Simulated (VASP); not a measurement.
## Al16Au: single point with r2SCAN

The system is Al16Au, a slab with vacuum.

```
Al Au
1.0
     5.72757    0.00000    0.00000
     0.00000    5.72757    0.00000
     0.00000    0.00000   17.07500
Al Au
16 1
Cartesian
  1.4319 1.4319 1.0000
  4.2957 1.4319 1.0000
  1.4319 4.2957 1.0000
  4.2957 4.2957 1.0000
  -0.0004 0.0036 3.0397
  2.8633 0.0299 3.0304
  -0.0004 2.8628 3.0411
  2.8634 2.8376 3.0332
  1.4341 1.4307 4.9909
  4.2915 1.4307 4.9906
  1.4453 4.2983 4.9335
  4.2805 4.2984 4.9333
  -0.0012 -0.0769 6.9632
  2.8627 -0.0318 6.9926
  -0.0017 2.9550 6.9397
  2.8624 2.8821 6.9965
  5.7249 1.4607 8.8449
```

```yaml
Program: VASP 6.6.1
Task: single point
Functional: r2SCAN
Potentials_or_basis: VASP PAW PBE potentials, release 64 (Al, Au)
Cutoff: 520 eV
k_mesh: 4 × 4 × 1
Occupations: gaussian, width 0.05 eV
Spin: no spin polarisation
```

```json
{"Largest force": "0.037 eV/Å", "Band gap on the k mesh": "zero (an odd number of electrons rules out a gap without spin polarisation)"}
```

Forces in eV/Å, atoms in the order of the input:
```
Al   0.010  0.004  0.024
Al  -0.011  0.004  0.024
Al  -0.037 -0.001  0.001
Al   0.036 -0.002  0.001
Al   0.000  0.003 -0.003
Al  -0.001 -0.017  0.008
Al  -0.001 -0.006 -0.004
Al  -0.001  0.013  0.004
Al  -0.006  0.004 -0.009
Al   0.008  0.004 -0.008
Al   0.002 -0.001  0.003
Al  -0.002 -0.001  0.003
Al   0.001 -0.014 -0.027
Al   0.000 -0.002  0.000
Al   0.002  0.024 -0.010
Al   0.000  0.015 -0.013
Au  -0.001 -0.026  0.006
```

Levels at points of the mesh, in eV from the Fermi level:
```csv
k point,band 27,band 28,band 29,band 30,band 31,band 32
"(0.00, 0.00, 0.00)",-1.35,-1.35,-0.74,-0.01,0.02,0.10
"(0.50, 0.00, 0.00)",-1.13,-1.07,-1.06,0.43,0.45,0.51
"(0.00, 0.50, 0.00)",-1.11,-1.08,-1.07,0.35,0.42,0.60
"(0.50, 0.50, 0.00)",-0.10,-0.03,0.12,0.72,0.82,0.83
```

It took 67 min on 1 thread of AMD EPYC 7571, with other jobs on the host, peak memory 0.73 GiB.

Caveat: there is no dipole correction, which matters where the two faces differ; the PAW data sets were made with another functional, which shifts forces and pressure a little; spin-orbit coupling is left out, which moves the levels of the heavy elements.
